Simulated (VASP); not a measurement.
Here is a VASP 6.6.1 calculation.

File INCAR:

```
SYSTEM = GaCo
PREC = Accurate
ENCUT = 520
EDIFF = 1E-7
ISMEAR = 0
SIGMA = 0.15
LREAL = .FALSE.
LASPH = .TRUE.
NELM = 60
ALGO = Fast
ISIF = 2
LWAVE = .FALSE.
LCHARG = .FALSE.
GGA = PS
NBANDS = 18
```

The input KPOINTS:

```
Automatic mesh
0
G
  16 16 16
  0 0 0
```

Contents of POSCAR:

```
GaCo
1.0
    3.1137480000      0.0000000000      0.0000000000
    0.0000000000      3.1137480000      0.0000000000
    0.0000000000      0.0000000000      2.7677760000
Ga Co
1 1
Direct
    0.5000000000      0.5000000000      0.5000000000
    0.0000000000      0.0000000000      0.0000000000
```

Potentials or basis: VASP PAW PBE potentials, release 64 (Ga_d, Co).

The run is started by

```sh
$ cat potpaw_PBE.64/Ga_d/POTCAR potpaw_PBE.64/Co/POTCAR > POTCAR
$ mpirun -np 1 vasp_std > vasp.out
```

Predict the band gap on the k mesh.

zero (bands 11 and 12 overlap by 1.35 eV).

What does it give for the pressure?

-20.8 GPa.

Stress tensor (GPa, compression positive):
```
-24.29   0.00   0.00
  0.00 -24.29   0.00
  0.00   0.00 -13.68
```

Caveat: the cell differs from its parent crystal (strain +0.080 along x and y, -0.040 along z); the cell stands under tension; the PAW data sets were made with another functional, which shifts forces and pressure a little; the run has no spin polarisation, though such a crystal can be magnetic. Spin polarisation is off, so any magnetic state and its effect on volume and gap are missing.
